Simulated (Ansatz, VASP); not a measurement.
**Two plane-wave programs on GaAs**

```
CELL_PARAMETERS angstrom
0.00000 2.82685 2.82685
2.82685 0.00000 2.82685
2.82685 2.82685 0.00000
ATOMIC_POSITIONS crystal
Ga 0.00000 0.00000 0.00000
As 0.25000 0.25000 0.25000
```

Alike in both runs: task relaxation of cell and atoms; functional LDA; k mesh 10 × 10 × 10; no spin polarisation.

|  | VASP | Ansatz |
| --- | --- | --- |
| version | VASP 6.6.1 | Ansatz 0.2.0 |
| potentials or method | VASP PAW LDA potentials, release 64 (Ga_d, As) | scalar-relativistic, plane waves, PAW |
| plane-wave cutoff (eV) | 600 | 420 |
| occupations | gaussian, width 0.01 eV | fixed |
| valence electrons in the cell | 18 | 28 |

VASP gave:

* gap on the k mesh at the Fermi level, each at its own relaxed structure (eV): 0.50
* relaxed volume (Å³/atom): 22.08
* relaxed cell length with the largest relative difference (Å): 3.967

Q: Which values does Ansatz return?

A: gap on the k mesh at the Fermi level, each at its own relaxed structure (eV): 0.49; relaxed volume (Å³/atom): 21.98; relaxed cell length with the largest relative difference (Å): 3.962.

LDA's correlation is that of Perdew and Zunger in VASP and of Perdew and Wang (1992) in Ansatz. VASP's potentials hold 18 valence electrons a cell and Ansatz's 28, so a difference there can come from the potentials and not from the codes.
